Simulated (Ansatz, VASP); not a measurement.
# One calculation of Ge3PdO4, two programs

```
CELL_PARAMETERS angstrom
-2.87327 2.87327 2.87327
2.87327 -2.87327 2.87327
2.87327 2.87327 -2.87327
ATOMIC_POSITIONS crystal
Ge 0.00000 0.50000 0.50000
Ge 0.50000 0.00000 0.50000
Ge 0.50000 0.50000 0.00000
Pd 0.00000 0.00000 0.00000
O 0.50000 0.50000 0.50000
O 0.00000 0.00000 0.50000
O 0.00000 0.50000 0.00000
O 0.50000 0.00000 0.00000
```

Alike in both runs: task single point; functional PBE; k mesh 4 × 4 × 4; occupations gaussian, width 0.1 eV; collinear spin.

```csv
,VASP,Ansatz
version,VASP 6.6.1,Ansatz 0.2.0
potentials or method,"VASP PAW PBE potentials, release 64 (Ge_d, Pd, O), cutoff 520 eV","scalar-relativistic, plane waves, PAW"
valence electrons in the cell,76,84
```

|  | VASP | Ansatz | Ansatz less VASP |
| --- | --- | --- | --- |
| gap on the k mesh at the Fermi level (eV) | none | none | - |
| pressure (GPa) | 0.3 | 0.3 | +0.01 |
| net moment per atom (μB) | 0.00 | 0.00 | 0.000 |

A gap of «none» marks a metal or a gap that the smearing closes. VASP's potentials hold 76 valence electrons a cell and Ansatz's 84, so a difference there can come from the potentials and not from the codes. Ansatz's warnings: seeded moment not kept.

The k mesh is coarse, so the values compare programs but aren't converged.
